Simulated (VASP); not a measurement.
Input of a VASP 6.6.1 run:

Contents of POSCAR:

```
NaCl
1.0
    0.0000000000      2.7563009776      2.7563009776
    2.7563009776      0.0000000000      2.7563009776
    2.7563009776      2.7563009776      0.0000000000
Cl Na
1 1
Direct
    0.5000000000      0.5000000000      0.5000000000
    0.0000000000      0.0000000000      0.0000000000
```

File INCAR.step1:

```
SYSTEM = NaCl
PREC = Accurate ; ENCUT = 520
ISMEAR = -1 ; SIGMA = 0.05
LREAL = .FALSE. ; LASPH = .TRUE.
NELM = 100 ; NBANDS = 14
GGA = PE ; ALGO = Normal
EDIFF = 1E-4 ; LWAVE = .TRUE.
LCHARG = .FALSE.
```

Contents of INCAR.step2:

```
SYSTEM = NaCl
PREC = Accurate ; ENCUT = 520
EDIFF = 1E-6 ; ISMEAR = -1
SIGMA = 0.05 ; LREAL = .FALSE.
LASPH = .TRUE. ; NELM = 100
ALGO = Normal ; ISIF = 2
LWAVE = .FALSE. ; LCHARG = .FALSE.
METAGGA = R2SCAN ; LMIXTAU = .TRUE.
NBANDS = 14 ; ISTART = 1
```

KPOINTS

```
Automatic mesh
0
G
  8 8 8
  0 0 0
```

Potentials or basis: VASP PAW PBE potentials, release 64 (Cl, Na_pv).

Run with:

```bash
$ cat potpaw_PBE.64/Cl/POTCAR potpaw_PBE.64/Na_pv/POTCAR > POTCAR
$ cp INCAR.step1 INCAR
$ mpirun -np 1 vasp_std > vasp.out
$ cp INCAR.step2 INCAR
$ mpirun -np 1 vasp_std > vasp.out
```

Task: Estimate the pressure.

Result: 1.4 GPa.

Task: Predict the band gap on the k mesh.

Result: 6.22 eV.

Caveat: the PAW data sets were made with another functional, which shifts forces and pressure a little.
